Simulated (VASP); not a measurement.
**Tl2O2F2: single point with PBE**

Tl2O2F2, in a box:

```
Tl O F
1.0
    11.89000    0.00000    0.00000
     0.00000    9.00000    0.00000
     0.00000    0.00000   15.95000
Tl O F
2 2 2
Direct
  0.51574 0.50000 0.59681
  0.48402 0.50000 0.40305
  0.62129 0.50000 0.49713
  0.37847 0.50000 0.50273
  0.47231 0.50000 0.71772
  0.52745 0.50000 0.28213
```

```json
{
 "Program": "VASP 6.6.1",
 "Task": "single point",
 "Functional": "PBE",
 "Potentials or basis": "VASP PAW PBE potentials, release 64 (Tl_d, O, F)",
 "Cutoff": "520 eV",
 "k mesh": "1 × 1 × 1",
 "Occupations": "gaussian, width 0.01 eV",
 "Spin": "non-collinear spin, zero start, spin-orbit coupling",
 "Starting moments": "[[0.0, 0.0, 0.0], [0.0, 0.0, 0.0], [0.0, 0.0, 0.0], [0.0, 0.0, 0.0], [0.0, 0.0, 0.0], [0.0, 0.0, 0.0]] μB"
}
```

```json
{
 "Largest force": "0.188 eV/Å",
 "Net moment": "0.00 μB per cell",
 "Valence electrons inside the program's atomic spheres": "Tl 11.19; O 4.86; F 6.01"
}
```

Forces in eV/Å, atoms in the order of the input:
```
Tl   0.111  0.000 -0.063
Tl  -0.111  0.000  0.063
O    0.186  0.000  0.033
O   -0.186  0.000 -0.033
F   -0.053  0.000  0.172
F    0.053  0.000 -0.172
```

Moments on the atoms (μB; x, y, z):
```
Tl  0.00 0.00 0.00
Tl  0.00 0.00 0.00
O   0.00 0.00 0.00
O   0.00 0.00 0.00
F   0.00 0.00 0.00
F   0.00 0.00 0.00
```

Wall time 20 min on 1 thread of Intel(R) Xeon(R) Platinum 8375C CPU @ 2.90GHz (Ice Lake) (shared host), peak memory 4 GiB.
